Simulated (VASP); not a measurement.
Here is a VASP 6.6.1 calculation.

File INCAR:

```
SYSTEM = SnO2
ALGO = Normal
EDIFF = 1E-6
ENCUT = 520
GGA = PE
ISIF = 2
ISMEAR = -1
LASPH = .TRUE.
LCHARG = .FALSE.
LREAL = .FALSE.
LWAVE = .FALSE.
NBANDS = 35
NELM = 100
PREC = Accurate
SIGMA = 0.03
```

Contents of KPOINTS:

```
k-points
0
G
  4 4 6
  0 0 0
```

The input POSCAR:

```
SnO2
1.0
    4.7373500000      0.0710602500      0.0710602500
    0.0710602500      4.7373500000      0.0710602500
    0.0477960000      0.0477960000      3.1864000000
Sn O
2 4
Direct
    0.0000000000      0.0000000000      0.0000000000
    0.5000000000      0.5000000000      0.5000000000
    0.3056200000      0.3056200000      0.0000000000
    0.1943800000      0.8056200000      0.5000000000
    0.6943800000      0.6943800000      0.0000000000
    0.8056200000      0.1943800000      0.5000000000
```

Potentials or basis: VASP PAW PBE potentials, release 64 (Sn_d, O).

Launch:

```bash
$ cat potpaw_PBE.64/Sn_d/POTCAR potpaw_PBE.64/O/POTCAR > POTCAR
$ mpirun -np 1 vasp_std > vasp.out
```

Problem. What does it give for the band gap on the k mesh?

Solution. 1.24 eV, direct.

Problem. Predict the pressure.

Solution. 12.1 GPa.

Problem. Estimate the largest force.

Solution. 0.419 eV/Å.

Stress tensor (GPa, compression positive):
```
11.23 -6.31 -3.47
-6.31 11.23 -3.47
-3.47 -3.47 13.83
```

Caveat: the cell differs from its parent crystal (equal xy, yz and zx shear strains of +3 %); spin-orbit coupling is left out, which moves the levels of the heavy elements.
